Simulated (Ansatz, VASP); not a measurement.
## Lu: VASP beside Ansatz

```xyz
1
Lattice="0.0000 1.9629 1.9629 1.9629 0.0000 1.9629 1.9629 1.9629 0.0000" Properties=species:S:1:pos:R:3 pbc="T T T"
Lu    0.0000    0.0000    0.0000
```

Change from the starting cell: volume scaled by 0.52, LAPW.

Alike in both runs: task single point; functional PBE; k mesh 15 × 15 × 15; occupations fermi-dirac, width 0.1 eV; no spin polarisation.

|  | VASP | Ansatz |
| --- | --- | --- |
| version | VASP 6.6.1 | Ansatz 0.2.0 |
| potentials or method | VASP PAW PBE potentials, release 64 (Lu), cutoff 520 eV | all-electron LAPW, scalar-relativistic |

```csv
,VASP,Ansatz,Ansatz less VASP
pressure (GPa),88.3,87.2,-1.07
```

Both programs put the cell under a high pressure, so it lies far from rest at this level. Ansatz ran all-electron here, and VASP with PAW potentials.

Spin-orbit coupling is off throughout. Noted on VASP's run: the cell as given lies far from equilibrium.
